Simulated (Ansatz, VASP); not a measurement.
**Sn: VASP beside Ansatz**

INCAR

```
ALGO     = Fast           # electronic algorithm
EDIFF    = 1E-7           # SCF threshold, eV
EDIFFG   = -0.01          # ionic threshold
ENCUT    = 600            # plane-wave cutoff, eV
GGA      = PS             # functional
IBRION   = 2              # ionic algorithm
ISIF     = 3              # what is computed and relaxed
ISMEAR   = 0              # smearing method
LASPH    = True           # aspherical terms in the spheres
LCHARG   = False          # write CHGCAR
LREAL    = False          # projectors in reciprocal space
LWAVE    = False          # write WAVECAR
NELM     = 100            # most SCF steps
NSW      = 100            # ionic steps
PREC     = Accurate       # precision mode
SIGMA    = 0.1            # smearing width, eV
```

Contents of KPOINTS:

```
k-points
0
Gamma
  12 12 14
```

Contents of POSCAR:

```
Sn
1.0
    5.3933029193      0.0000000000      0.0000000000
   -2.6966514596      4.6707373384      0.0000000000
    0.0000000000      0.0000000000      3.1401140790
Sn
3
Direct
    0.0000000000      0.0000000000      0.0000000000
    0.3333333333      0.6666666667      0.5000000000
    0.6666666667      0.3333333333      0.5000000000
```

Input for Ansatz:

```yaml
crystal:
  lattice:
    - [5.3933029193, 0.0, 0.0]
    - [-2.6966514596, 4.6707373384, 0.0]
    - [0.0, 0.0, 3.140114079]
  atoms:
    - { symbol: Sn, position: [0.0, 0.0, 0.0] }
    - { symbol: Sn, position: [0.3333333333, 0.6666666667, 0.5] }
    - { symbol: Sn, position: [0.6666666667, 0.3333333333, 0.5] }
basis:
  ecutwfc: 420
kpoints:
  mp_grid: { grid: [12, 12, 14] }
hamiltonian:
  xc: pbesol
scf:
  occupations: { method: gaussian, width: 0.1 }
output:
  forces: true
  stress: true
  eigenvalues: true
relax:
  adjacent_minimum: "off"
  f_tol: 0.01
  max_steps: 80
  cell: { stress_tol: 0.05 }
```

Alike in both runs: task relaxation of cell and atoms; functional PBEsol; k mesh 12 × 12 × 14; occupations gaussian, width 0.1 eV; no spin polarisation.

|  | VASP | Ansatz |
| --- | --- | --- |
| version | VASP 6.6.1 | Ansatz 0.2.0 |
| potentials or method | VASP PAW PBE potentials, release 64 (Sn_d), cutoff 600 eV | scalar-relativistic, plane waves, PAW |
| valence electrons in the cell | 42 | 42 |

|  | VASP | Ansatz | Ansatz less VASP |
| --- | --- | --- | --- |
| gap on the k mesh at the Fermi level, each at its own relaxed structure (eV) | none | none | - |
| relaxed volume (Å³/atom) | 26.29 | 26.29 | +0.001 |
| relaxed length of the cell vector where the two differ most in proportion (Å) | 3.209 | 3.207 | -0.0011 |

VASP's potentials were made for PBE, not for PBEsol. A gap of «none» marks a metal or a gap that the smearing closes.
